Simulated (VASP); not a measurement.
Set up this calculation in VASP 6.6.1, as the native input.

- Task: single point
- Functional: PBEsol
- Potentials or basis: VASP PAW PBE potentials, release 64 (K_sv, Mg, F)
- Cutoff: 520 eV
- k mesh: 6 × 6 × 6
- Occupations: gaussian, width 0.05 eV
- Spin: no spin polarisation
- Dipole correction: no
- Further INCAR settings: ALGO = Normal; EDIFF = 1e-06; NBANDS = 24

The structure of KMgF3 lies in POSCAR:

```
KMgF3
1.0
    3.9859000000      0.0000000000      0.0000000000
    0.0000000000      3.9859000000      0.0000000000
    0.0000000000      0.0000000000      3.9859000000
K Mg F
1 1 3
Direct
    0.5000000000      0.5000000000      0.5000000000
    0.0000000000      0.0000000000     -0.0250884367
    0.5000000000      0.0000000000      0.0000000000
    0.0000000000      0.5000000000      0.0000000000
    0.0000000000      0.0000000000      0.5000000000
```

This cell differs from its parent crystal: all Mg atoms moved -0.100 Å, as atom 2 along Cartesian [0 0 1].

These files were run (other wordings do the same):

INCAR

```
PREC = Accurate ; ENCUT = 520
EDIFF = 1E-6 ; ISMEAR = 0
SIGMA = 0.05 ; LREAL = F
LASPH = T ; NELM = 80
ALGO = Normal ; ISIF = 2
LWAVE = F ; LCHARG = F
GGA = PS ; NBANDS = 24
```

KPOINTS

```
Automatic mesh
0
Gamma
  6 6 6
```

Potentials or basis: VASP PAW PBE potentials, release 64 (K_sv, Mg, F).

Run with:

```console
$ cat potpaw_PBE.64/K_sv/POTCAR potpaw_PBE.64/Mg/POTCAR potpaw_PBE.64/F/POTCAR > POTCAR
$ mpirun -np 1 vasp_std > vasp.out
```

Results of the run:

The pressure is 0.3 GPa and the largest force is 0.991 eV/Å. The band gap on the k mesh is 7.11 eV, indirect (least direct gap 7.45 eV).

Caveat: the cell differs from its parent crystal (all Mg atoms moved -0.100 Å, as atom 2 along Cartesian [0 0 1]); the PAW data sets were made with another functional, which shifts forces and pressure a little.

Run time: 91 s on 1 thread of AMD EPYC 7571, on a shared host, peak memory 0.17 GiB.
